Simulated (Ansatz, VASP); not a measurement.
**Two plane-wave programs on La2O3**

File POSCAR:

```
La2O3
1.0
    4.0138035754      0.0000000000      0.0000000000
   -2.0069017877      3.4760558621      0.0000000000
    0.0000000000      0.0000000000      6.2487516960
La O
2 3
Direct
    0.6666666667      0.3333333333      0.7500438859
    0.3333333333      0.6666666667      0.2499561141
    0.6666666667      0.3333333333      0.3550802739
    0.3333333333      0.6666666667      0.6449197261
    0.0000000000      0.0000000000      0.0000000000
```

The input INCAR.step1:

```
PREC = Accurate
ENCUT = 520
ISMEAR = 0
SIGMA = 0.01
LREAL = False
LASPH = True
NELM = 60
NBANDS = 28
GGA = PE
ALGO = Normal
EDIFF = 1E-4
LWAVE = True
LCHARG = False
```

INCAR.step2

```
PREC = Accurate
ENCUT = 520
EDIFF = 1E-7
ISMEAR = 0
SIGMA = 0.01
LREAL = False
LASPH = True
NELM = 60
ALGO = Normal
ISIF = 2
LWAVE = False
LCHARG = False
METAGGA = R2SCAN
LMIXTAU = True
NBANDS = 28
ISTART = 1
```

The input KPOINTS:

```
Automatic mesh
0
Gamma
  12 12 4
```

Input for Ansatz:

```yaml
crystal:
  lattice:
    - [4.0138035754, 0.0, 0.0]
    - [-2.0069017877, 3.4760558621, 0.0]
    - [0.0, 0.0, 6.248751696]
  atoms:
    - { symbol: La, position: [0.6666666667, 0.3333333333, 0.7500438859] }
    - { symbol: La, position: [0.3333333333, 0.6666666667, 0.2499561141] }
    - { symbol: O, position: [0.6666666667, 0.3333333333, 0.3550802739] }
    - { symbol: O, position: [0.3333333333, 0.6666666667, 0.6449197261] }
    - { symbol: O, position: [0.0, 0.0, 0.0] }
kpoints:
  mp_grid: { grid: [12, 12, 4] }
  band_path:
    path:
      - [0.0, 0.0, 0.0]
      - [0.5, 0.0, 0.0]
      - [0.3333333333, 0.3333333333, 0.0]
      - [0.0, 0.0, 0.5]
      - [0.5, 0.0, 0.5]
      - [0.3333333333, 0.3333333333, 0.5]
      - [0.0, 0.5, 0.5]
    npoints: 1
hamiltonian:
  xc: r2scan
scf:
  occupations: { method: fixed }
  n_extra_bands: 5
output:
  forces: true
  stress: true
  eigenvalues: true
```

Change from the starting cell: hydrostatic strain +2.0%.

Alike in both runs: task single point; functional r2SCAN; k mesh 12 × 12 × 4; no spin polarisation.

|  | VASP | Ansatz |
| --- | --- | --- |
| version | VASP 6.6.1 | Ansatz 0.2.0 |
| potentials or method | VASP PAW PBE potentials, release 64 (La, O) | plane waves, PAW |
| plane-wave cutoff (eV) | 520 | 500 |
| occupations | gaussian, width 0.01 eV | fixed |
| valence electrons in the cell | 40 | 40 |

Ansatz gave:

* gap on the k mesh at the Fermi level (eV): 4.08
* pressure (GPa): -6.7
* traceless stress, the component that is largest in VASP (GPa): 1.34
* rms of the force components (eV/Å): 0.000

Task: What did VASP give for the same quantities?

Result: gap on the k mesh at the Fermi level (eV): 4.09; pressure (GPa): -7.0; traceless stress, the component that is largest in VASP (GPa): 1.40; rms of the force components (eV/Å): 0.008.

VASP's potentials were made for PBE, not for r2SCAN. Atom by atom the forces differ by 0.008 eV/Å (rms over components).

Spin-orbit coupling is off throughout.
